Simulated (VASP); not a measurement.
Set up this calculation in VASP 6.6.1, as the native input.

| Property | Result |
| --- | --- |
| Task | single point |
| Functional | PBE |
| Potentials or basis | VASP PAW PBE potentials, release 64 (Al, N) |
| Cutoff | 600 eV |
| k mesh | 9 × 9 × 6 |
| Occupations | gaussian, width 0.02 eV |
| Spin | no spin polarisation |
| Dipole correction | no |
| Further INCAR settings | ALGO = Normal; EDIFF = 1e-06; NBANDS = 16 |

The structure of AlN (m.b) lies in POSCAR:

```
AlN
1.0
    3.1297638669      0.0000000000      0.0000000000
   -1.5648819334      2.7104550166      0.0000000000
    0.0000000000      0.0000000000      5.0173206855
Al N
2 2
Direct
    0.3333333333      0.6666666667     -0.0022711168
    0.6666666667      0.3333333333      0.4977288832
    0.3333333333      0.6666666667      0.3792711168
    0.6666666667      0.3333333333      0.8792711168
```

One way to write it, as run:

INCAR

```
SYSTEM = AlN
PREC = Accurate
ENCUT = 600
EDIFF = 1E-6
ISMEAR = 0
SIGMA = 0.02
LREAL = .FALSE.
LASPH = .TRUE.
NELM = 120
ALGO = Normal
ISIF = 2
LWAVE = .FALSE.
LCHARG = .FALSE.
GGA = PE
NBANDS = 16
GGA_COMPAT = .FALSE.
```

KPOINTS

```
Automatic mesh
0
G
  9 9 6
  0 0 0
```

Potentials or basis: VASP PAW PBE potentials, release 64 (Al, N).

Run with:

```sh
$ cat potpaw_PBE.64/Al/POTCAR potpaw_PBE.64/N/POTCAR > POTCAR
$ mpirun -np 1 vasp_std > vasp.out
```

Results of the run:

```json
{"Pressure": "-0.3 GPa", "Band gap on the k mesh": "4.05 eV, direct"}
```

It took 30 s on 1 thread of Intel(R) Xeon(R) Platinum 8259CL CPU @ 2.50GHz (Skylake/Cascade Lake), with other jobs on the host, peak memory 0.18 GiB.
